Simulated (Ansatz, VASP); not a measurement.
**Sc in VASP and in Ansatz**

INCAR

```
  PREC = Accurate
  ENCUT = 520
  EDIFF = 1E-6
  ISMEAR = 0
  SIGMA = 0.15
  LREAL = F
  LASPH = T
  NELM = 80
  ALGO = Fast
  ISIF = 2
  LWAVE = F
  LCHARG = F
  GGA = PS
  NBANDS = 12
```

File KPOINTS:

```
regular mesh
0
Gamma
  20 20 20
```

The input POSCAR:

```
Sc
1.0
    0.0000000000      2.3968923594      2.0373585055
    2.3968923594      0.0000000000      2.0373585055
    2.3968923594      2.3968923594      0.0000000000
Sc
1
Direct
    0.0000000000      0.0000000000      0.0000000000
```

Input for Ansatz:

```yaml
crystal:
  lattice:
    - [0.0, 2.3968923594, 2.0373585055]
    - [2.3968923594, 0.0, 2.0373585055]
    - [2.3968923594, 2.3968923594, 0.0]
  atoms:
    - { symbol: Sc, position: [0.0, 0.0, 0.0] }
basis:
  ecutwfc: 420
kpoints:
  mp_grid: { grid: [20, 20, 20] }
hamiltonian:
  xc: pbesol
scf:
  occupations: { method: gaussian, width: 0.15 }
output:
  forces: true
  stress: true
  eigenvalues: true
```

Alike in both runs: task single point; functional PBEsol; k mesh 20 × 20 × 20; occupations gaussian, width 0.15 eV; no spin polarisation.

```csv
,VASP,Ansatz
version,VASP 6.6.1,Ansatz 0.2.0
potentials or method,"VASP PAW PBE potentials, release 64 (Sc_sv), cutoff 520 eV","scalar-relativistic, plane waves, PAW"
valence electrons in the cell,11,11
```

VASP gave:

```
gap on the k mesh at the Fermi level (eV)                     : none
pressure (GPa)                                                : 0.5
traceless stress, the component that is largest in VASP (GPa) : 2.03
```

**Question.** Which values does Ansatz return?

**Answer.** gap on the k mesh at the Fermi level (eV): none; pressure (GPa): 0.6; traceless stress, the component that is largest in VASP (GPa): 2.02.

VASP's potentials were made for PBE, not for PBEsol. A gap of «none» marks a metal or a gap that the smearing closes.
